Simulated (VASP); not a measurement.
Wanted: the native input for a VASP 6.6.1 run.

```yaml
Task: relaxation of cell and atoms
Functional: PBE
Potentials_or_basis: VASP PAW PBE potentials, release 64 (Mg, S)
Cutoff: 600 eV
k_mesh: 6 × 6 × 6
Occupations: gaussian, width 0.02 eV
Spin: no spin polarisation
Dipole_correction: no
Further_INCAR_settings: ALGO = Normal; EDIFF = 1e-07; IBRION = 2; EDIFFG = -0.01; NSW = 100; ISIF = 3
```

The structure of MgS lies in POSCAR:

```
MgS
1.0
    5.6086372125      0.0000000000      0.0000000000
   -2.8043186063      4.8572223067      0.0000000000
    0.0000000000      0.0000000000      4.4496121493
Mg S
1 1
Direct
    0.0000000000      0.0000000000      0.0000000000
    0.0000000000      0.0000000000      0.5000000000
```

The input as run:

INCAR

```
PREC = Accurate ; ENCUT = 600
EDIFF = 1E-7 ; ISMEAR = 0
SIGMA = 0.02 ; LREAL = F
LASPH = T ; NELM = 80
ALGO = Normal ; ISIF = 3
LWAVE = F ; LCHARG = F
GGA = PE ; IBRION = 2
NSW = 100 ; EDIFFG = -0.01
```

KPOINTS

```
Automatic mesh
0
Gamma
  6 6 6
```

Potentials or basis: VASP PAW PBE potentials, release 64 (Mg, S).

Command:

```bash
$ cat potpaw_PBE.64/Mg/POTCAR potpaw_PBE.64/S/POTCAR > POTCAR
$ mpirun -np 1 vasp_std > vasp.out
```

It gave:

| Item | Value |
| --- | --- |
| Relaxed cell | a = 6.850 Å, b = 6.850 Å, c = 4.456 Å, α = 90.00°, β = 90.00°, γ = 120.00° |
| Space group after relaxing (to 0.05 Å) | P6/mmm (No. 191) |
| Energy gained by relaxing | 9.4 meV/atom |
| Ionic steps | 14 |
| Pressure after relaxing | 0.0 GPa |
| Band gap on the k mesh | 2.53 eV, indirect (least direct gap 2.83 eV) |

It took 6.6 min on 1 thread of Intel Xeon 6975P-C, with other jobs on the host, peak memory 0.3 GiB.
